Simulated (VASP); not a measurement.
A run of VASP 6.6.1:

INCAR

```
SYSTEM = NiSb
ALGO = Normal
EDIFF = 1E-7
ENCUT = 520
GGA = PE
ISIF = 2
ISMEAR = -1
ISPIN = 2
LASPH = .TRUE.
LCHARG = .FALSE.
LDAU = .TRUE.
LDAUJ = 0.9 0
LDAUL = 2 -1
LDAUPRINT = 1
LDAUTYPE = 1
LDAUU = 3.9 0
LMAXMIX = 4
LORBIT = 11
LREAL = .FALSE.
LWAVE = .FALSE.
MAGMOM = 1.5 -1.5 0 0
NBANDS = 27
NELM = 150
PREC = Accurate
SIGMA = 0.05
```

KPOINTS

```
k-points
0
G
  10 10 7
  0 0 0
```

Contents of POSCAR:

```
NiSb
1.0
    3.9280000000      0.0000000000      0.0000000000
   -1.9640000000      3.4017477861      0.0000000000
    0.0000000000      0.0000000000      5.1200000000
Ni Sb
2 2
Direct
    0.0000000000      0.0000000000      0.0000000000
    0.0000000000      0.0000000000      0.5000000000
    0.3333333333      0.6666666667      0.2500000000
    0.6666666667      0.3333333333      0.7500000000
```

Potentials or basis: VASP PAW PBE potentials, release 64 (Ni, Sb).

The run is started by

```sh
$ cat potpaw_PBE.64/Ni/POTCAR potpaw_PBE.64/Sb/POTCAR > POTCAR
$ mpirun -np 1 vasp_std > vasp.out
```

Hardware: 1 thread of AMD EPYC 9R45 96-Core Processor (Zen 5), on a shared host.

Question: How long does it take, and how much memory?

Answer: It took 110 s on 1 thread of AMD EPYC 9R45 96-Core Processor (Zen 5), with other jobs on the host, peak memory 0.28 GiB. Counts: scf iterations 19, k points 56.
